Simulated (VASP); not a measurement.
Here is a VASP 6.6.1 calculation.

The input INCAR:

```
SYSTEM = AlN
  PREC = Accurate
  ENCUT = 520
  EDIFF = 1E-6
  ISMEAR = 0
  SIGMA = 0.05
  LREAL = .FALSE.
  LASPH = .TRUE.
  NELM = 100
  ALGO = Normal
  ISIF = 2
  LWAVE = .FALSE.
  LCHARG = .FALSE.
  GGA = PS
  NBANDS = 16
```

The input KPOINTS:

```
Automatic mesh
0
G
  9 9 6
  0 0 0
```

The input POSCAR:

```
AlN
1.0
    3.2223000000      0.0000000000      0.0000000000
   -1.6111500000      2.7905936586      0.0000000000
    0.0000000000      0.0000000000      4.0998000000
Al N
2 2
Direct
    0.3333333333      0.6666666667      0.7500000000
    0.6666666667      0.3333333333      0.2500000000
    0.3333333333      0.6666666667      0.2500000000
    0.6666666667      0.3333333333      0.7500000000
```

Potentials or basis: VASP PAW PBE potentials, release 64 (Al, N).

Launch:

```console
$ cat potpaw_PBE.64/Al/POTCAR potpaw_PBE.64/N/POTCAR > POTCAR
$ mpirun -np 1 vasp_std > vasp.out
```

Q: Predict the pressure.

A: 14.7 GPa.

Q: What does it give for the band gap on the k mesh?

A: 3.74 eV, direct.

Stress tensor (GPa, compression positive):
```
16.82  0.00  0.00
 0.00 16.82  0.00
 0.00  0.00 10.32
```

Caveat: the PAW data sets were made with another functional, which shifts forces and pressure a little. A k mesh can miss the band edges.
